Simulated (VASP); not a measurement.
# Fe (Im-3m) in VASP: settings compared

The runs below take Fe through single point, relaxation of cell and atoms, with PBEsol, LDA.

Program: VASP 6.6.1. These are calculated values, not measurements. Logs are shortened: lines on timing, memory, paths and dates and some standing lists are left out, and cuts for length are marked.

## Step 1: The cell of the first run

The structure is cubic, space group Im-3m (No. 229). The conventional cell has a = 2.905 Å, b = 2.905 Å, c = 2.905 Å, α = 90.00°, β = 90.00°, γ = 90.00°. Within 3.3 Å of Fe (site symmetry m-3m) lie 14 Fe at 2.52 to 2.91 Å.

## Step 2: Single point, PBEsol, collinear spin, ferromagnetic start (volume scaled by 1.02)

Contents of INCAR:

```
PREC     = Accurate       # precision mode
ENCUT    = 520            # plane-wave cutoff, eV
EDIFF    = 1E-6           # SCF threshold, eV
ISMEAR   = -1             # smearing method
SIGMA    = 0.05           # smearing width, eV
LREAL    = F              # projectors in reciprocal space
LASPH    = T              # aspherical terms in the spheres
NELM     = 150            # most SCF steps
ALGO     = Normal         # electronic algorithm
ISIF     = 2              # what is computed and relaxed
LWAVE    = F              # write WAVECAR
LCHARG   = F              # write CHGCAR
ISPIN    = 2              # spin polarisation
MAGMOM   = 3              # initial moments
LORBIT   = 11             # projections on sites
LMAXMIX  = 4              # l up to which the mixer works
GGA      = PS             # functional
NBANDS   = 14             # bands
```

Contents of KPOINTS:

```
regular mesh
0
Gamma
  13 13 13
```

Contents of POSCAR:

```
Fe
1.0
   -1.4525565699      1.4525565699      1.4525565699
    1.4525565699     -1.4525565699      1.4525565699
    1.4525565699      1.4525565699     -1.4525565699
Fe
1
Direct
    0.0000000000      0.0000000000      0.0000000000
```

Potentials or basis: VASP PAW PBE potentials, release 64 (Fe).

Run with:

```bash
$ cat potpaw_PBE.64/Fe/POTCAR > POTCAR
$ mpirun -np 1 vasp_std > vasp.out
```

OUTCAR:

```text
PREC = Accurate
   ENCUT = 520
   EDIFF = 1E-6
   ISMEAR = -1
   LREAL = F
   LASPH = T
   NELM = 150
   ISIF = 2
   ISPIN = 2
   LORBIT = 11
   GGA = PS

 ion  position               nearest neighbor table
   1  0.000  0.000  0.000-

  LATTYP: Found a body centered cubic cell.
 ALAT       =     2.9051131398

  Lattice vectors:

 A1 = (  -1.4525565699,   1.4525565699,   1.4525565699)
 A2 = (   1.4525565699,  -1.4525565699,   1.4525565699)
 A3 = (   1.4525565699,   1.4525565699,  -1.4525565699)

Analysis of symmetry for initial positions (statically):
=====================================================================
 Subroutine PRICEL returns:
 Original cell was already a primitive cell.

 Routine SETGRP: Setting up the symmetry group for a
 body centered cubic supercell.

 Subroutine GETGRP returns: Found 48 space group operations
 (whereof 48 operations were pure point group operations)
 out of a pool of 48 trial point group operations.

The static configuration has the point symmetry O_h .

Analysis of symmetry for dynamics (positions and initial velocities):
=====================================================================
 Subroutine PRICEL returns:
 Original cell was already a primitive cell.

 Routine SETGRP: Setting up the symmetry group for a
 body centered cubic supercell.

 Subroutine GETGRP returns: Found 48 space group operations
 (whereof 48 operations were pure point group operations)
 out of a pool of 48 trial point group operations.

The dynamic configuration has the point symmetry O_h .

Analysis of structural, dynamic, and magnetic symmetry:
=====================================================================
 Subroutine PRICEL returns:
 Original cell was already a primitive cell.

 Routine SETGRP: Setting up the symmetry group for a
 body centered cubic supercell.

 Subroutine GETGRP returns: Found 48 space group operations
 (whereof 48 operations were pure point group operations)
 out of a pool of 48 trial point group operations.

The overall configuration has the point symmetry O_h .

 Subroutine INISYM returns: Found 48 space group operations
 (whereof 48 operations are pure point group operations),
 and found     1 'primitive' translations

----------------------------------------------------------------------------------------

                                     Primitive cell

  volume of cell :      12.2591

  direct lattice vectors                    reciprocal lattice vectors
    -1.452556570  1.452556570  1.452556570     0.000000000  0.344220673  0.344220673
     1.452556570 -1.452556570  1.452556570     0.344220673  0.000000000  0.344220673
     1.452556570  1.452556570 -1.452556570     0.344220673  0.344220673  0.000000000

  length of vectors
     2.515901780  2.515901780  2.515901780     0.486801544  0.486801544  0.486801544

[... 118 lines left out ...]
  ---------------------------------------------------
  ext. energy  EPLUGINS =         0.00000000
  ---------------------------------------------------
  free energy    TOTEN  =        -8.81689293 eV

  energy without entropy =       -8.80653065  energy(sigma->0) =       -8.81171179

 E-fermi :   4.8864     XC(G=0): -12.8470

 val. band max:        4.8804602635   @ k =  -0.4615   0.4615   0.0769
 cond. band min:       4.9005864697   @ k =  -0.4615   0.4615   0.3077
 fundamental gap:      0.0201262061
 Fermi energy:         4.8863886229

 spin component 1

 k-point     1 :       0.0000    0.0000    0.0000
  band No.  band energies     occupation
      1      -3.1583      1.00000
      2       2.7054      1.00000
      3       2.7054      1.00000
      4       2.7054      1.00000
      5       3.8450      1.00000
      6       3.8450      1.00000
      7      29.1061      0.00000
      8      29.1061      0.00000
      9      29.1061      0.00000
     10      33.7413      0.00000
     11      33.7413      0.00000
     12      35.5896      0.00000
     13      35.5901      0.00000
     14      35.6133      0.00000
[... 379 lines left out ...]
      3       2.3316      1.00000
      4       3.7914      1.00000
      5       3.9355      1.00000
      6       4.9036      0.41482
      7      17.5121      0.00000
      8      21.5560      0.00000
      9      23.0455      0.00000
     10      30.6107      0.00000
     11      34.1649      0.00000
     12      36.4831      0.00000
     13      38.2869      0.00000
     14      41.4680      0.00000

 [... further k-points ...]

 spin component 2

 k-point     1 :       0.0000    0.0000    0.0000
  band No.  band energies     occupation
      1      -2.9124      1.00000
      2       4.8230      0.78040
      3       4.8230      0.78019
      4       4.8231      0.78018
      5       6.6055      0.00000
      6       6.6055      0.00000
      7      28.9692      0.00000
      8      28.9692      0.00000
      9      28.9692      0.00000
     10      33.9951      0.00000
     11      33.9951      0.00000
     12      36.3608      0.00000
     13      36.3608      0.00000
     14      36.3609      0.00000
[... 379 lines left out ...]
      3       4.0893      1.00000
      4       6.4439      0.00000
      5       6.7194      0.00000
      6       7.0811      0.00000
      7      18.3508      0.00000
      8      22.0368      0.00000
      9      23.7977      0.00000
     10      30.7619      0.00000
     11      34.7972      0.00000
     12      36.8118      0.00000
     13      38.6643      0.00000
     14      42.0161      0.00000

 [... further k-points ...]
[... 5 lines left out ...]
  --------------------------------------------------------------------------------------
  -------------------------------------------------------------------------------------
  Total       -1.4574263     -1.4574263     -1.4574263      0.0000000      0.0000000     -0.0000000
  in kB     -190.4750222   -190.4750222   -190.4750222      0.0000000      0.0000000     -0.0000000
  external PRESSURE =    -190.4750222 kB  Pullay stress =       0.0000000 kB

 VOLUME and BASIS-vectors are now :
 -----------------------------------------------------------------------------
  energy-cutoff  :      520.00
  volume of cell :       12.26
      direct lattice vectors                 reciprocal lattice vectors
    -1.452556570  1.452556570  1.452556570     0.000000000  0.344220673  0.344220673
     1.452556570 -1.452556570  1.452556570     0.344220673  0.000000000  0.344220673
     1.452556570  1.452556570 -1.452556570     0.344220673  0.344220673  0.000000000

 POSITION                                       TOTAL-FORCE (eV/Angst)
 -----------------------------------------------------------------------------------
      0.00000      0.00000      0.00000         0.000000      0.000000     -0.000000
 -----------------------------------------------------------------------------------
    total drift:                                0.000000     -0.000000      0.000000

  FREE ENERGIE OF THE ION-ELECTRON SYSTEM (eV)
  ---------------------------------------------------
  free  energy   TOTEN  =        -8.8168929271 eV

  energy  without entropy=       -8.8065306501  energy(sigma->0) =       -8.81171179

 total charge

# of ion       s       p       d       tot
------------------------------------------
    1        0.459   0.479   6.187   7.125

 magnetization (x)

# of ion       s       p       d       tot
------------------------------------------
    1       -0.014  -0.052   2.427   2.361
```

OSZICAR:

```text
N       E                     dE             d eps       ncg     rms          rms(c)
DAV:   1     0.203309111891E+02    0.20331E+02   -0.37839E+03  5116   0.684E+02
DAV:   2    -0.901191986239E+01   -0.29343E+02   -0.26718E+02  5076   0.125E+02
DAV:   3    -0.992964295212E+01   -0.91772E+00   -0.91157E+00  5606   0.233E+01
DAV:   4    -0.993270392433E+01   -0.30610E-02   -0.30607E-02  5514   0.120E+00
DAV:   5    -0.993271965636E+01   -0.15732E-04   -0.15732E-04  5634   0.890E-02    0.112E+01
DAV:   6    -0.895113099256E+01    0.98159E+00   -0.12734E+01  5778   0.402E+01    0.667E+00
DAV:   7    -0.883023695047E+01    0.12089E+00   -0.10896E+00  5772   0.112E+01    0.348E+00
DAV:   8    -0.882379576986E+01    0.64412E-02   -0.99022E-03  5630   0.544E-01    0.133E+00
DAV:   9    -0.881714160023E+01    0.66542E-02   -0.11834E-02  6308   0.552E-01    0.419E-01
DAV:  10    -0.881681074363E+01    0.33086E-03   -0.67803E-04  5874   0.333E-01    0.146E-01
DAV:  11    -0.881689128863E+01   -0.80545E-04   -0.28943E-04  6050   0.160E-01    0.494E-02
DAV:  12    -0.881689246739E+01   -0.11788E-05   -0.11864E-05  5304   0.383E-02    0.149E-02
DAV:  13    -0.881689292712E+01   -0.45972E-06   -0.98458E-07  3570   0.766E-03
   1 F= -.88168929E+01 E0= -.88117118E+01  d E =-.103623E-01  mag=     2.3578
```

It took 28 s on 1 thread of Intel Xeon Platinum 8488C (Sapphire Rapids), shared host; peak memory 0.15 GiB.

Results:

```yaml
Free_energy: -8.8169 eV
Pressure: -19.0 GPa
Net_moment: 2.36 μB per cell
Site_moments: Fe +2.36 μB
Valence_electrons_inside_the_program's_atomic_spheres: Fe 7.12
```

Caveat: the PAW data sets were made with another functional, which shifts forces and pressure a little.

(Part 1 of 2 ends here.)
